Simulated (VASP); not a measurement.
A run of VASP 6.6.1:

Contents of INCAR:

```
SYSTEM = Ir
  PREC = Accurate
  ENCUT = 520
  EDIFF = 1E-7
  ISMEAR = -1
  SIGMA = 0.05
  LREAL = .False.
  LASPH = .True.
  NELM = 80
  ALGO = Normal
  ISIF = 2
  LWAVE = .False.
  LCHARG = .True.
  GGA = PS
  LELF = .True.
  LVHAR = .True.
  NBANDS = 10
```

Contents of KPOINTS:

```
Automatic mesh
0
Gamma
  18 18 18
  0 0 0
```

File POSCAR:

```
Ir
1.0
   -0.0191970000      1.9101015000      1.9101015000
    1.9101015000     -0.0191970000      1.9101015000
    1.9101015000      1.9101015000     -0.0191970000
Ir
1
Direct
    0.0000000000      0.0000000000      0.0000000000
```

Potentials or basis: VASP PAW PBE potentials, release 64 (Ir).

Run with:

```sh
$ cat potpaw_PBE.64/Ir/POTCAR > POTCAR
$ mpirun -np 1 vasp_std > vasp.out
```

Hardware: 1 thread of Intel Xeon 8259CL (shared host).

Task: Estimate the wall time of this run.

Result: It took 69 s on 1 thread of Intel Xeon 8259CL, with other jobs on the host, peak memory 0.2 GiB. Counts: scf iterations 12, k points 580.
